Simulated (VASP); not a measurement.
# Hf5Se6S4 (P1) in VASP: single point with PBE+D3(BJ)

Aim: the single point of Hf5Se6S4 with PBE+D3(BJ).

All numbers are computed with VASP 6.6.1; they aren't measurements. Logs are shortened: lines on timing, memory, paths and dates and some standing lists are left out, and cuts for length are marked.

## 1. The cell of the first run

The typed cell holds 15 atoms: a = 6.210 Å, b = 6.465 Å, c = 9.876 Å, α = 109.11°, β = 90.00°, γ = 90.00°.

## 2. Single point, PBE+D3(BJ)

The input, INCAR:

```
ALGO = Normal ; EDIFF = 1E-6
ENCUT = 520 ; GGA = PE
ISIF = 2 ; ISMEAR = 0
IVDW = 12 ; LASPH = True
LCHARG = True ; LELF = True
LREAL = Auto ; LVHAR = True
LWAVE = False ; NBANDS = 68
NELM = 100 ; PREC = Accurate
SIGMA = 0.1
```

The input, KPOINTS:

```
k-points
0
Gamma
  4 4 4
```

The input, POSCAR:

```
Hf5Se6S4
1.0
    0.0000000000      0.0000000000     -6.2104961600
    0.0000000000      6.4653754600      0.0000000000
    9.3319656600     -3.2326877300      0.0000000000
Hf Se S
5 6 4
Direct
    0.0000000000      0.0000000000      0.0000000000
    0.0000000000      0.2000000000      0.4000000000
    0.0000000000      0.6000000000      0.2000000000
    0.0000000000      0.4000000000      0.8000000000
    0.0000000000      0.8000000000      0.6000000000
    0.2360479500      0.2666666700      0.2000000000
    0.2360479500      0.4666666700      0.6000000000
    0.2360479500      0.8666666700      0.4000000000
    0.2360479500      0.6666666700      0.0000000000
    0.7639520500      0.3333333300      1.0000000000
    0.7639520500      0.5333333300      0.4000000000
    0.2360479500      0.0666666700      0.8000000000
    0.7639520500      0.9333333300      0.2000000000
    0.7639520500      0.7333333300      0.8000000000
    0.7639520500      0.1333333300      0.6000000000
```

Potentials or basis: VASP PAW PBE potentials, release 64 (Hf_pv, Se, S).

Started as:

```
> cat potpaw_PBE.64/Hf_pv/POTCAR potpaw_PBE.64/Se/POTCAR potpaw_PBE.64/S/POTCAR > POTCAR
> mpirun -np 1 vasp_std > vasp.out
```

OUTCAR:

```text
EDIFF = 1E-6
   ENCUT = 520
   GGA = PE
   ISIF = 2
   ISMEAR = 0
   IVDW = 12
   LASPH = True
   LREAL = Auto
   NELM = 100
   PREC = Accurate
 IVDW          = 12

 ion  position               nearest neighbor table
   1  0.000  0.000  0.000-   9 2.61  10 2.61   6 2.61  12 2.61  14 2.61  13 2.61   3 3.73   3 3.73
                             4 3.73   4 3.73   5 3.73   2 3.73
   2  0.000  0.200  0.400-  11 2.61   8 2.61   6 2.61  13 2.61   7 2.61  15 2.61   3 3.73   5 3.73
                             3 3.73   5 3.73   1 3.73   4 3.73
   3  0.000  0.600  0.200-  13 2.61   6 2.61  11 2.61   8 2.61   9 2.61  10 2.61   2 3.73   2 3.73
                             1 3.73   1 3.73   5 3.73   4 3.73
   4  0.000  0.400  0.800-  12 2.61  14 2.61   7 2.61  15 2.61  10 2.61   9 2.61   5 3.73   5 3.73
                             1 3.73   1 3.73   2 3.73   3 3.73
   5  0.000  0.800  0.600-   7 2.61  15 2.61  14 2.61  12 2.61  11 2.61   8 2.61   4 3.73   2 3.73
                             4 3.73   2 3.73   1 3.73   3 3.73
   6  0.236  0.267  0.200-   3 2.61   2 2.61   1 2.61
   7  0.236  0.467  0.600-   5 2.61   4 2.61   2 2.61
   8  0.236  0.867  0.400-   2 2.61   3 2.61   5 2.61
   9  0.236  0.667  0.000-   1 2.61   3 2.61   4 2.61
  10  0.764  0.333  0.000-   1 2.61   3 2.61   4 2.61
  11  0.764  0.533  0.400-   2 2.61   3 2.61   5 2.61
  12  0.236  0.067  0.800-   4 2.61   5 2.61   1 2.61
  13  0.764  0.933  0.200-   3 2.61   2 2.61   1 2.61
  14  0.764  0.733  0.800-   4 2.61   5 2.61   1 2.61
  15  0.764  0.133  0.600-   5 2.61   4 2.61   2 2.61

  LATTYP: Found a base centered orthorhombic cell.
 ALAT       =     6.4653754600
 B/A-ratio  =     2.8867513473
 C/A-ratio  =     0.9605778038

  Lattice vectors:

 A1 = (  -9.3319656600,   3.2326877300,   0.0000000000)
 A2 = (   9.3319656600,   3.2326877300,   0.0000000000)
 A3 = (   0.0000000000,   0.0000000000,  -6.2104961600)

Analysis of symmetry for initial positions (statically):
=====================================================================
 Subroutine PRICEL returns:
 Original cell was already a primitive cell.

 Routine SETGRP: Setting up the symmetry group for a
 base centered orthorhombic supercell.

 Subroutine GETGRP returns: Found  1 space group operations
 (whereof  1 operations were pure point group operations)
 out of a pool of  8 trial point group operations.

The static configuration has the point symmetry C_1 .

Analysis of symmetry for dynamics (positions and initial velocities):
=====================================================================
 Subroutine PRICEL returns:
 Original cell was already a primitive cell.

 Routine SETGRP: Setting up the symmetry group for a
 base centered orthorhombic supercell.

 Subroutine GETGRP returns: Found  1 space group operations
 (whereof  1 operations were pure point group operations)
 out of a pool of  8 trial point group operations.

The dynamic configuration has the point symmetry C_1 .

 Subroutine INISYM returns: Found  1 space group operations
 (whereof  1 operations are pure point group operations),
 and found     1 'primitive' translations

----------------------------------------------------------------------------------------

                                     Primitive cell

  volume of cell :     374.7082

  direct lattice vectors                    reciprocal lattice vectors
     0.000000000  0.000000000 -6.210496160     0.000000000  0.000000000 -0.161017731
     0.000000000  6.465375460  0.000000000     0.053579280  0.154670058  0.000000000
     9.331965660 -3.232687730  0.000000000     0.107158560  0.000000000  0.000000000

  length of vectors
     6.210496160  6.465375460  9.876024151     0.161017731  0.163687404  0.107158560

  position of ions in fractional coordinates (direct lattice)
     0.000000000  0.000000000  0.000000000
     0.000000000  0.200000000  0.400000000
     0.000000000  0.600000000  0.200000000
     0.000000000  0.400000000  0.800000000
     0.000000000  0.800000000  0.600000000
     0.236047950  0.266666670  0.200000000
     0.236047950  0.466666670  0.600000000
     0.236047950  0.866666670  0.400000000
     0.236047950  0.666666670  0.000000000
[... 38 lines left out ...]
     0.026789640  0.000000000  0.000000000     0.000000000  0.000000000  0.250000000

  Length of vectors
     0.040254433  0.040921851  0.026789640

  Shift w.r.t. Gamma in fractional coordinates (k-lattice)
     0.000000000  0.000000000  0.000000000

 Subroutine IBZKPT returns following result:
 ===========================================

 Found     36 irreducible k-points:

 Following reciprocal coordinates:
            Coordinates               Weight
  0.000000  0.000000  0.000000      1.000000
  0.250000  0.000000  0.000000      2.000000
  0.500000  0.000000  0.000000      1.000000
  0.000000  0.250000 -0.000000      2.000000
  0.000000  0.250000 -0.250000      2.000000
  0.250000  0.250000 -0.000000      2.000000
[... 16 lines left out ...]
  0.000000  0.250000  0.500000      2.000000
  0.250000  0.250000  0.250000      2.000000
 [... further k-points ...]
   k-points           NKPTS =     36   k-points in BZ     NKDIM =     36   number of bands    NBANDS=     68
   number of dos      NEDOS =    301   number of ions     NIONS =     15
   total plane-waves  NPLWV = 184320
   dimension x,y,z NGX =    48 NGY =   48 NGZ =   80
   dimension x,y,z NGXF=    96 NGYF=   96 NGZF=  160
   ions per type =               5   6   4
   NGX,Y,Z   is equivalent  to a cutoff of  12.85, 12.34, 13.47 a.u.
   NGXF,Y,Z  is equivalent  to a cutoff of  25.70, 24.68, 26.93 a.u.
 SYSTEM =  unknown system
   PREC   = accura    normal or accurate (medium, high low for compatibility)
   ISTART =      0    job   : 0-new  1-cont  2-samecut
   ICHARG =      2    charge: 1-file 2-atom 10-const
   ISPIN  =      1    spin polarized calculation?
   LNONCOLLINEAR =      F non collinear calculations
   LSORBIT =      F    spin-orbit coupling
   LASPH  =      T    aspherical Exc in radial PAW
   ENCUT  =  520.0 eV  38.22 Ry    6.18 a.u.  11.55 12.02 18.36*2*pi/ulx,y,z
   NELM   =    100;   NELMIN=  2; NELMDL= -5     # of ELM steps
   EDIFF  = 0.1E-05   stopping-criterion for ELM
   LREAL  =      T    real-space projection
   EDIFFG = 0.1E-04   stopping-criterion for IOM
   NSW    =      0    number of steps for IOM
   IBRION =     -1    ionic relax: 0-MD 1-quasi-New 2-CG
   NFREE  =      0    steps in history (QN), initial steepest desc. (CG)
   ISIF   =      2    stress and relaxation
   ISYM   =      2    0-nonsym 1-usesym 2-fastsym
   POTIM  = 0.5000    time-step for ionic-motion
   TEBEG  =    0.0;   TEEND  =   0.0 temperature during run
   PSTRESS=    0.0 pullay stress
   NELECT =     110.0000    total number of electrons
   NUPDOWN=      -1.0000    fix difference up-down
   EMIN   =  10.00;   EMAX   =-10.00  energy-range for DOS
   EFERMI =   0.00;   METHOD = LEGACY
   ISMEAR =     0;   SIGMA  =   0.10  broadening in eV -4-tet -1-fermi 0-gaus
   EFERMI_NEDOS =   21; number of points for ismear=-14 and -15
   IALGO  =     38    algorithm
   IMIX   =      4    mixing-type and parameters
     AMIX     =   0.40;   BMIX     =  1.00
     AMIX_MAG =   1.60;   BMIX_MAG =  1.00
  volume/ion in A,a.u.               =      24.98       168.58
  Fermi-wavevector in a.u.,A,eV,Ry     =   1.088031  2.056081 16.106737  1.183812
  Thomas-Fermi vector in A             =   2.224204
   LORBIT       =      0    0 simple, 1 ext, 2 COOP (PROOUT), +10 PAW based schemes
   GGA     = PE    functional components
   LHFCALC =     F    Hartree Fock is set to
   AEXX    =    0.0000 exact exchange contribution
   IVDW    =    12    specifies the selected vdW correction
   LEPSILON=     F    determine dielectric tensor
   LRPA    =     F    only Hartree local field effects (RPA)
 non-spin polarized calculation
 Gauss-broadening in eV      SIGMA  =   0.10
  energy-cutoff  :      520.00
  volume of cell :      374.71
 maximum number of plane-waves:     10137
 NGX is ok and might be reduce to    48
   NGX = 23   NGY = 25   NGZ = 37

 number of electron     110.0000007 magnetization

 Free energy of the ion-electron system (eV)
  ---------------------------------------------------
  ext. energy  EPLUGINS =         0.00000000
  ---------------------------------------------------
  free energy    TOTEN  =      -108.08921275 eV

  energy without entropy =     -108.08921275  energy(sigma->0) =     -108.08921275

 E-fermi :   3.2195     XC(G=0):  -9.3328

 val. band max:        2.7364581168   @ k =   0.0000   0.0000   0.2500
 cond. band min:       3.6556788483   @ k =   0.5000   0.5000   0.5000
 fundamental gap:      0.9192207315
 Fermi energy:         3.2195278749

 k-point     1 :       0.0000    0.0000    0.0000
  band No.  band energies     occupation
      1     -28.3313      2.00000
      2     -28.3088      2.00000
      3     -28.2959      2.00000
      4     -28.2937      2.00000
      5     -28.2782      2.00000
      6     -28.2695      2.00000
[... 1669 lines left out ...]
     66       6.0507      0.00000
     67       6.1549      0.00000

 [... further k-points ...]

 [bands above 67 left out]

------------------------ aborting loop because EDIFF is reached ----------------------------------------

 Edisp (eV)   -5.03746

 E8    (eV) :    -2.2478

  FORCE on cell =-STRESS in cart. coord.  units (eV):
  Direction    XX          YY          ZZ          XY          YZ          ZX
  --------------------------------------------------------------------------------------
  -------------------------------------------------------------------------------------
  Total      -1.11274    -1.17522     4.46472    -0.00263     0.00442    -0.00679
  in kB      -4.75785    -5.02499    19.09026    -0.01123     0.01891    -0.02902
  external pressure =        3.10 kB  Pullay stress =        0.00 kB

 VOLUME and BASIS-vectors are now :
 -----------------------------------------------------------------------------
  energy-cutoff  :      520.00
  volume of cell :      374.71
      direct lattice vectors                 reciprocal lattice vectors
     0.000000000  0.000000000 -6.210496160     0.000000000  0.000000000 -0.161017731
     0.000000000  6.465375460  0.000000000     0.053579280  0.154670058  0.000000000
     9.331965660 -3.232687730  0.000000000     0.107158560  0.000000000  0.000000000

 POSITION                                       TOTAL-FORCE (eV/Angst)
 -----------------------------------------------------------------------------------
      0.00000      0.00000      0.00000        -0.650685     -0.356555      0.591806
      3.73279      0.00000      0.00000         0.067351     -0.747343      1.119973
      1.86639      3.23269      0.00000        -0.033209      0.719446      0.585030
      7.46557      0.00000      0.00000        -0.585431     -0.353168      0.594490
      5.59918      3.23269      0.00000         1.201582      0.728096      0.589635
      1.86639      1.07756     -1.46597        -0.020527     -0.053256     -1.285364
      5.59918      1.07756     -1.46597         0.007504     -0.000335     -1.256272
      3.73279      4.31025     -1.46597         0.061576      0.023619     -1.287256
      0.00000      4.31025     -1.46597        -0.055169      0.029623     -1.279006
      0.00000      2.15513     -4.74452        -0.054833     -0.035215      1.295508
      3.73279      2.15513     -4.74452         0.062019      0.028320      1.314720
      7.46557     -2.15513     -1.46597         0.018571      0.006798      0.564106
      1.86639      5.38781     -4.74452        -0.043124      0.046191     -0.484574
      7.46557      2.15513     -4.74452         0.005705     -0.016962     -0.544518
      5.59918     -1.07756     -4.74452         0.018670     -0.019257     -0.518278
 -----------------------------------------------------------------------------------
    total drift:                                0.000502      0.016421     -0.004702

  FREE ENERGIE OF THE ION-ELECTRON SYSTEM (eV)
  ---------------------------------------------------
  free  energy   TOTEN  =      -113.1266715817 eV

  energy  without entropy=     -113.1266715817  energy(sigma->0) =     -113.12667158
```

Run time: 20 min. Hardware: 1 thread of Intel Xeon 6975P-C (Granite Rapids), shared host; peak memory 0.78 GiB.

What came out:

```
Free energy                : -113.1267 eV
Pressure                   : 0.3 GPa
Largest force              : 1.524 eV/Å
Band gap on the k mesh     : 0.92 eV (least direct gap 1.08 eV)
Dispersion energy per atom : -0.336 eV
```

Forces on the atoms (eV/Å):
```
Hf  -0.651 -0.357  0.592
Hf   0.067 -0.747  1.120
Hf  -0.033  0.719  0.585
Hf  -0.585 -0.353  0.594
Hf   1.202  0.728  0.590
Se  -0.021 -0.053 -1.285
Se   0.008  0.000 -1.256
Se   0.062  0.024 -1.287
Se  -0.055  0.030 -1.279
Se  -0.055 -0.035  1.296
Se   0.062  0.028  1.315
S    0.019  0.007  0.564
S   -0.043  0.046 -0.485
S    0.006 -0.017 -0.545
S    0.019 -0.019 -0.518
```

Stress tensor (GPa, compression positive):
```
-0.48  0.00  0.00
 0.00 -0.50  0.00
 0.00  0.00  1.91
```

Levels at points of the mesh, in eV from the valence-band top:
| k point | band 53 | band 54 | band 55 | band 56 | band 57 | band 58 |
| --- | --- | --- | --- | --- | --- | --- |
| (0.00, 0.00, 0.00) | -0.05 | -0.04 | -0.03 | 1.68 | 1.69 | 1.98 |
| (0.50, 0.00, 0.00) | -0.93 | -0.13 | -0.13 | 1.65 | 1.66 | 1.86 |
| (0.00, 0.50, 0.00) | -1.08 | -0.50 | -0.39 | 1.06 | 1.55 | 1.58 |
| (0.00, 0.50, 0.50) | -1.08 | -0.47 | -0.43 | 1.06 | 1.56 | 1.58 |
| (0.50, 0.50, 0.00) | -0.94 | -0.78 | -0.75 | 0.92 | 1.43 | 1.48 |
| (0.50, 0.50, 0.50) | -0.92 | -0.78 | -0.75 | 0.92 | 1.43 | 1.47 |
| (0.00, 0.00, 0.50) | -0.83 | -0.11 | -0.02 | 1.06 | 1.90 | 1.92 |
| (0.50, 0.00, 0.50) | -0.94 | -0.90 | -0.85 | 0.92 | 1.96 | 1.98 |

Caveat: spin-orbit coupling is left out, which moves the levels of the heavy elements; forces of over 1 eV/Å act on the atoms, so gaps and moduli don't describe the material at rest.
